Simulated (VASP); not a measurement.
# H4C13 in VASP: relaxation of the atoms with PBE+D3(BJ)

Aim: the relaxation of the atoms of H4C13 with PBE+D3(BJ).

Program: VASP 6.6.1. These are calculated values, not measurements. Logs are shortened: lines on timing, memory, paths and dates and some standing lists are left out, and cuts for length are marked.

### Step 1. The cell of the first run

The cell holds a slab with vacuum, 17 atoms: a = 4.261 Å, b = 4.261 Å, c = 21.350 Å, α = 90.00°, β = 90.00°, γ = 120.00°.

### Step 2. Relaxation of the atoms, PBE+D3(BJ)

The input, INCAR:

```
PREC = Accurate ; ENCUT = 520
EDIFF = 1E-6 ; ISMEAR = 0
SIGMA = 0.05 ; LREAL = Auto
LASPH = T ; NELM = 100
ALGO = Normal ; ISIF = 2
LWAVE = F ; LCHARG = F
LDIPOL = T ; IDIPOL = 3
DIPOL = 0.5 0.5 0.571 ; GGA = PE
IVDW = 12 ; IBRION = 2
NSW = 70 ; EDIFFG = -0.004
```

The input, KPOINTS:

```
Automatic mesh
0
Gamma
  6 6 1
```

The input, POSCAR:

```
H4C13
1.0
    3.6900000000      2.1304224933      0.0000000000
   -3.6900000000      2.1304224933      0.0000000000
    0.0000000000      0.0000000000     21.3500000000
C H
13 4
Selective dynamics
Direct
    0.0000000000      0.0000000000      0.5784543326  F F F
    0.3333333333      0.3333333333      0.5784543326  F F F
    0.0000000000      0.0000000000      0.4215456674  F F F
    0.3333333333      0.0000000000      0.4215456674  F F F
    0.3333333333      0.6666666667      0.5784543326  F F F
    0.6666666667      1.0000000000      0.5784543326  F F F
    0.3333333333      0.6666666667      0.4215456674  F F F
    0.6666666667      0.6666666667      0.4215456674  F F F
    0.6666666667      0.3333333333      0.5784543326  F F F
    1.0000000000      0.6666666667      0.5784543326  F F F
    0.6666666667      0.3333333333      0.4215456674  F F F
    1.0000000000      0.3333333333      0.4215456674  F F F
    0.3588840196      0.0120005508      0.7414519906  T T T
    0.3333333333      0.0000000000      0.7913348946  T T T
    0.4732203252     -0.1398869919      0.7229508197  T T T
    0.4732191386      0.2797739837      0.7229508197  T T T
    0.0535593496     -0.1398893652      0.7229508197  T T T
```

Potentials or basis: VASP PAW PBE potentials, release 64 (C, H).

Started as:

```bash
$ cat potpaw_PBE.64/C/POTCAR potpaw_PBE.64/H/POTCAR > POTCAR
$ mpirun -np 1 vasp_std > vasp.out
```

OUTCAR:

```text
PREC = Accurate
   ENCUT = 520
   EDIFF = 1E-6
   ISMEAR = 0
   LREAL = Auto
   LASPH = T
   NELM = 100
   ISIF = 2
   GGA = PE
   IVDW = 12
   IBRION = 2
   NSW = 70
   EDIFFG = -0.004
 IVDW          = 12

 ion  position               nearest neighbor table
   1  0.000  0.000  0.578-   2 1.42   6 1.42  10 1.42
   2  0.333  0.333  0.578-   1 1.42   5 1.42   9 1.42
   3  0.000  0.000  0.422-   8 1.42   4 1.42  12 1.42
   4  0.333  0.000  0.422-   3 1.42   7 1.42  11 1.42
   5  0.333  0.667  0.578-  10 1.42   6 1.42   2 1.42
   6  0.667  0.000  0.578-   1 1.42   9 1.42   5 1.42
   7  0.333  0.667  0.422-   4 1.42  12 1.42   8 1.42
   8  0.667  0.667  0.422-   3 1.42   7 1.42  11 1.42
   9  0.667  0.333  0.578-   6 1.42  10 1.42   2 1.42
  10  0.000  0.667  0.578-   1 1.42   5 1.42   9 1.42
  11  0.667  0.333  0.422-  12 1.42   4 1.42   8 1.42
  12  0.000  0.333  0.422-   3 1.42  11 1.42   7 1.42
  13  0.359  0.012  0.741-  15 1.06  16 1.07  14 1.07  17 1.19
  14  0.333  0.000  0.791-  13 1.07
  15  0.473  0.860  0.723-  13 1.06
  16  0.473  0.280  0.723-  13 1.07
  17  0.054  0.860  0.723-  13 1.19

  LATTYP: Found a hexagonal cell.
 ALAT       =     4.2608449866
 C/A-ratio  =     5.0107431899

  Lattice vectors:

 A1 = (   3.6900000000,   2.1304224933,   0.0000000000)
 A2 = (  -3.6900000000,   2.1304224933,   0.0000000000)
 A3 = (   0.0000000000,   0.0000000000,  21.3500000000)

Analysis of symmetry for initial positions (statically):
=====================================================================
 Subroutine PRICEL returns:
 Original cell was already a primitive cell.

 Routine SETGRP: Setting up the symmetry group for a
 hexagonal supercell.

 Subroutine GETGRP returns: Found  1 space group operations
 (whereof  1 operations were pure point group operations)
 out of a pool of 24 trial point group operations.

The static configuration has the point symmetry C_1 .

Analysis of symmetry for dynamics (positions and initial velocities):
=====================================================================
 Subroutine PRICEL returns:
 Original cell was already a primitive cell.

 Routine SETGRP: Setting up the symmetry group for a
 hexagonal supercell.

 Subroutine GETGRP returns: Found  1 space group operations
 (whereof  1 operations were pure point group operations)
 out of a pool of 24 trial point group operations.

The dynamic configuration has the point symmetry C_1 .

Analysis of constrained symmetry for selective dynamics:
=====================================================================
 Subroutine PRICEL returns:
 Original cell was already a primitive cell.

 Routine SETGRP: Setting up the symmetry group for a
 hexagonal supercell.

 Subroutine GETGRP returns: Found  1 space group operations
 (whereof  1 operations were pure point group operations)
 out of a pool of 24 trial point group operations.

The constrained configuration has the point symmetry C_1 .

 Subroutine INISYM returns: Found  1 space group operations
 (whereof  1 operations are pure point group operations),
 and found     1 'primitive' translations

----------------------------------------------------------------------------------------

                                     Primitive cell

  volume of cell :     335.6758

  direct lattice vectors                    reciprocal lattice vectors
     3.690000000  2.130422493  0.000000000     0.135501355  0.234695231  0.000000000
    -3.690000000  2.130422493  0.000000000    -0.135501355  0.234695231  0.000000000
     0.000000000  0.000000000 21.350000000     0.000000000  0.000000000  0.046838407

  length of vectors
     4.260844987  4.260844987 21.350000000     0.271002710  0.271002710  0.046838407

  position of ions in fractional coordinates (direct lattice)
     0.000000000  0.000000000  0.578454333
     0.333333333  0.333333333  0.578454333
     0.000000000  0.000000000  0.421545667
     0.333333333  0.000000000  0.421545667
     0.333333333  0.666666667  0.578454333
     0.666666667  0.000000000  0.578454333
[... 9 lines left out ...]
     0.473219139  0.279773984  0.722950820
     0.053559350  0.860110635  0.722950820

  ion indices of the primitive-cell ions
   primitive index   ion index
                 1           1
                 2           2
                 3           3
                 4           4
                 5           5
                 6           6
[... 9 lines left out ...]
                16          16
                17          17

----------------------------------------------------------------------------------------

 KPOINTS: Automatic mesh

Automatic generation of k-mesh.
 Grid dimensions read from file:
 generate k-points for:    6    6    1

 Generating k-lattice:

  Cartesian coordinates                     Fractional coordinates (reciprocal lattice)
     0.022583559  0.039115872  0.000000000     0.166666667  0.000000000  0.000000000
    -0.022583559  0.039115872  0.000000000     0.000000000  0.166666667  0.000000000
     0.000000000  0.000000000  0.046838407     0.000000000  0.000000000  1.000000000

  Length of vectors
     0.045167118  0.045167118  0.046838407

  Shift w.r.t. Gamma in fractional coordinates (k-lattice)
     0.000000000  0.000000000  0.000000000

 Subroutine IBZKPT returns following result:
 ===========================================

 Found     20 irreducible k-points:

 Following reciprocal coordinates:
            Coordinates               Weight
  0.000000  0.000000  0.000000      1.000000
  0.166667  0.000000  0.000000      2.000000
  0.000000  0.166667  0.000000      2.000000
 -0.166667  0.166667  0.000000      2.000000
  0.333333 -0.000000  0.000000      2.000000
 -0.000000  0.333333  0.000000      2.000000
[... 12 lines left out ...]
  0.500000 -0.166667  0.000000      2.000000
  0.333333  0.333333  0.000000      2.000000
   k-points           NKPTS =     20   k-points in BZ     NKDIM =     20   number of bands    NBANDS=     37
   number of dos      NEDOS =    301   number of ions     NIONS =     17
   total plane-waves  NPLWV = 163840
   dimension x,y,z NGX =    32 NGY =   32 NGZ =  160
   dimension x,y,z NGXF=    64 NGYF=   64 NGZF=  320
   ions per type =              13   4
   NGX,Y,Z   is equivalent  to a cutoff of  12.49, 12.49, 12.46 a.u.
   NGXF,Y,Z  is equivalent  to a cutoff of  24.97, 24.97, 24.92 a.u.
 SYSTEM =  unknown system
   PREC   = accura    normal or accurate (medium, high low for compatibility)
   ISTART =      0    job   : 0-new  1-cont  2-samecut
   ICHARG =      2    charge: 1-file 2-atom 10-const
   ISPIN  =      1    spin polarized calculation?
   LNONCOLLINEAR =      F non collinear calculations
   LSORBIT =      F    spin-orbit coupling
   LASPH  =      T    aspherical Exc in radial PAW
   ENCUT  =  520.0 eV  38.22 Ry    6.18 a.u.   7.92  7.92 39.70*2*pi/ulx,y,z
   NELM   =    100;   NELMIN=  2; NELMDL= -5     # of ELM steps
   EDIFF  = 0.1E-05   stopping-criterion for ELM
   LREAL  =      T    real-space projection
   EDIFFG = -.4E-02   stopping-criterion for IOM
   NSW    =     70    number of steps for IOM
   IBRION =      2    ionic relax: 0-MD 1-quasi-New 2-CG
   NFREE  =      1    steps in history (QN), initial steepest desc. (CG)
   ISIF   =      2    stress and relaxation
   ISYM   =      2    0-nonsym 1-usesym 2-fastsym
   POTIM  = 0.5000    time-step for ionic-motion
   TEBEG  =    0.0;   TEEND  =   0.0 temperature during run
   PSTRESS=    0.0 pullay stress
   NELECT =      56.0000    total number of electrons
   NUPDOWN=      -1.0000    fix difference up-down
   EMIN   =  10.00;   EMAX   =-10.00  energy-range for DOS
   EFERMI =   0.00;   METHOD = LEGACY
   ISMEAR =     0;   SIGMA  =   0.05  broadening in eV -4-tet -1-fermi 0-gaus
   EFERMI_NEDOS =   21; number of points for ismear=-14 and -15
   IALGO  =     38    algorithm
   IMIX   =      4    mixing-type and parameters
     AMIX     =   0.40;   BMIX     =  1.00
     AMIX_MAG =   1.60;   BMIX_MAG =  1.00
  volume/ion in A,a.u.               =      19.75       133.25
  Fermi-wavevector in a.u.,A,eV,Ry     =   0.901220  1.703059 11.050619  0.812198
  Thomas-Fermi vector in A             =   2.024274
   LORBIT       =      0    0 simple, 1 ext, 2 COOP (PROOUT), +10 PAW based schemes
   GGA     = PE    functional components
   LHFCALC =     F    Hartree Fock is set to
   AEXX    =    0.0000 exact exchange contribution
   IVDW    =    12    specifies the selected vdW correction
   LEPSILON=     F    determine dielectric tensor
   LRPA    =     F    only Hartree local field effects (RPA)
 conjugate gradient relaxation of ions
 non-spin polarized calculation
 Gauss-broadening in eV      SIGMA  =   0.05
  energy-cutoff  :      520.00
  volume of cell :      335.68
 maximum number of plane-waves:      9078
   NGX = 15   NGY = 15   NGZ = 79

--------------------------------------- Ionic step        1  -------------------------------------------

 number of electron      56.0000002 magnetization

 Free energy of the ion-electron system (eV)
  ---------------------------------------------------
  ext. energy  EPLUGINS =         0.00000000
  ---------------------------------------------------
  free energy    TOTEN  =      -134.39186768 eV

  energy without entropy =     -134.38873455  energy(sigma->0) =     -134.39030112

------------------------ aborting loop because EDIFF is reached ----------------------------------------

 Edisp (eV)   -1.67519

 E8    (eV) :    -0.4811

  FORCE on cell =-STRESS in cart. coord.  units (eV):
  Direction    XX          YY          ZZ          XY          YZ          ZX
  --------------------------------------------------------------------------------------
  -------------------------------------------------------------------------------------
  Total       2.85620     1.25977     0.72317    -1.28308    -0.88059    -0.58111
  in kB      13.63262     6.01288     3.45169    -6.12415    -4.20306    -2.77365
  external pressure =        7.70 kB  Pullay stress =        0.00 kB
[... 87 lines left out ...]
  FREE ENERGIE OF THE ION-ELECTRON SYSTEM (eV)
  ---------------------------------------------------
  free  energy   TOTEN  =      -135.1349035009 eV

  energy  without entropy=     -135.1317711387  energy(sigma->0) =     -135.13333732

 dipolmoment           0.000000      0.000000      0.000044 electrons x Angstroem

--------------------------------------- Ionic step        3  -------------------------------------------

 number of electron      56.0000002 magnetization

------------------------ aborting loop because EDIFF is reached ----------------------------------------

 Edisp (eV)   -1.67551

 E8    (eV) :    -0.4812
[... 40 lines left out ...]
  FREE ENERGIE OF THE ION-ELECTRON SYSTEM (eV)
  ---------------------------------------------------
  free  energy   TOTEN  =      -136.2680982090 eV

  energy  without entropy=     -136.2649642095  energy(sigma->0) =     -136.26653121

 vacuum level on the upper side and lower side of the slab       (xc-potential included)        -0.019         0.002

[... ionic steps 4 to 41 ...]

--------------------------------------- Ionic step       42  -------------------------------------------

 number of electron      56.0000002 magnetization

------------------------ aborting loop because EDIFF is reached ----------------------------------------

 Edisp (eV)   -1.67424

 E8    (eV) :    -0.4809
[... 99 lines left out ...]
  energy  without entropy=     -136.2726209016  energy(sigma->0) =     -136.27418796

--------------------------------------- Ionic step       44  -------------------------------------------

 number of electron      56.0000002 magnetization

 dipolmoment           0.000000      0.000000     -0.002031 electrons x Angstroem

 Free energy of the ion-electron system (eV)
  ---------------------------------------------------
  ext. energy  EPLUGINS =         0.00000000
  ---------------------------------------------------
  free energy    TOTEN  =      -134.60150636 eV

  energy without entropy =     -134.59837199  energy(sigma->0) =     -134.59993918

 E-fermi :  -1.0456     XC(G=0):  -4.6025

 val. band max:       -1.0458053203   @ k =   0.0000   0.0000   0.0000
 cond. band min:      -1.0455564882   @ k =   0.0000   0.0000   0.0000
 fundamental gap:      0.0002488320
 Fermi energy:        -1.0455915598

 k-point     1 :       0.0000    0.0000    0.0000
  band No.  band energies     occupation
      1     -20.6848      2.00000
      2     -20.5331      2.00000
      3     -13.9783      2.00000
      4     -13.6971      2.00000
      5     -13.6970      2.00000
      6     -13.6493      2.00000
[... 789 lines left out ...]
     36       5.3255      0.00000
     37       5.5469      0.00000

------------------------ aborting loop because EDIFF is reached ----------------------------------------

 vacuum level on the upper side and lower side of the slab       (xc-potential included)        -0.032        -0.000

 Edisp (eV)   -1.67425

 E8    (eV) :    -0.4809

  FORCE on cell =-STRESS in cart. coord.  units (eV):
  Direction    XX          YY          ZZ          XY          YZ          ZX
  --------------------------------------------------------------------------------------
  -------------------------------------------------------------------------------------
  Total       2.25419     2.25263    -0.10550     0.00031    -0.00020     0.00103
  in kB      10.75921    10.75179    -0.50357     0.00149    -0.00097     0.00490
  external pressure =        7.00 kB  Pullay stress =        0.00 kB
[... 32 lines left out ...]
  FREE ENERGIE OF THE ION-ELECTRON SYSTEM (eV)
  ---------------------------------------------------
  free  energy   TOTEN  =      -136.2757552552 eV

  energy  without entropy=     -136.2726208885  energy(sigma->0) =     -136.27418807

 reached required accuracy - stopping structural energy minimisation

 vacuum level on the upper side and lower side of the slab         3.104         3.133
```

Run time: 42 min. Hardware: 1 thread of Intel Xeon Platinum 8488C (Sapphire Rapids), shared host; peak memory 0.53 GiB.

Results:

- Free energy: -136.2758 eV
- Energy gained by relaxing: 12.3 meV/atom
- Ionic steps: 44
- Band gap on the k mesh: zero (filled and empty bands touch)
- Dispersion energy per atom: -0.098 eV

The path:
| step | energy change (eV) | largest force on free atoms (eV/Å) | pressure (GPa) |
| --- | --- | --- | --- |
| 1 | 0.0000 | 3.8683 | 0.77 |
| 3 | -0.2010 | 0.3293 | 0.63 |
| 5 | -0.2013 | 0.3021 | 0.63 |
| 7 | -0.2056 | 0.2923 | 0.73 |
| 9 | -0.2080 | 0.1061 | 0.75 |
| 11 | -0.2086 | 0.0606 | 0.71 |
| 13 | -0.2086 | 0.0069 | 0.70 |
| 15 | -0.2086 | 0.0045 | 0.70 |
| 17 | -0.2086 | 0.0043 | 0.70 |
| 19 | -0.2086 | 0.0075 | 0.70 |
| 21 | -0.2086 | 0.0150 | 0.70 |
| 23 | -0.2086 | 0.0081 | 0.70 |
| 25 | -0.2086 | 0.0192 | 0.70 |
| 27 | -0.2086 | 0.0099 | 0.70 |
| 29 | -0.2086 | 0.0285 | 0.69 |
| 31 | -0.2087 | 0.0165 | 0.69 |
| 33 | -0.2087 | 0.0135 | 0.70 |
| 35 | -0.2087 | 0.0274 | 0.70 |
| 37 | -0.2087 | 0.0119 | 0.70 |
| 39 | -0.2087 | 0.0084 | 0.70 |
| 41 | -0.2087 | 0.0107 | 0.70 |
| 43 | -0.2087 | 0.0040 | 0.70 |
| 44 | -0.2087 | 0.0037 | 0.70 |

Final structure:
```cif
data_structure
_symmetry_space_group_name_H-M 'P 1'
_symmetry_Int_Tables_number 1
_cell_length_a 4.2608
_cell_length_b 4.2608
_cell_length_c 21.3500
_cell_angle_alpha 90.000
_cell_angle_beta 90.000
_cell_angle_gamma 120.000
_cell_volume 335.68
loop_
_atom_site_label
_atom_site_type_symbol
_atom_site_fract_x
_atom_site_fract_y
_atom_site_fract_z
_atom_site_occupancy
C1 C 0.00000 0.00000 0.57845 1
C2 C 0.33333 0.33333 0.57845 1
C3 C 0.00000 0.00000 0.42155 1
C4 C 0.33333 0.00000 0.42155 1
C5 C 0.33333 0.66667 0.57845 1
C6 C 0.66667 0.00000 0.57845 1
C7 C 0.33333 0.66667 0.42155 1
C8 C 0.66667 0.66667 0.42155 1
C9 C 0.66667 0.33333 0.57845 1
C10 C 0.00000 0.66667 0.57845 1
C11 C 0.66667 0.33333 0.42155 1
C12 C 0.00000 0.33333 0.42155 1
C13 C 0.33849 0.00244 0.74085 1
H1 H 0.33817 0.00222 0.79216 1
H2 H 0.47831 0.86267 0.72367 1
H3 H 0.47835 0.28204 0.72368 1
H4 H 0.05906 0.86273 0.72360 1
```
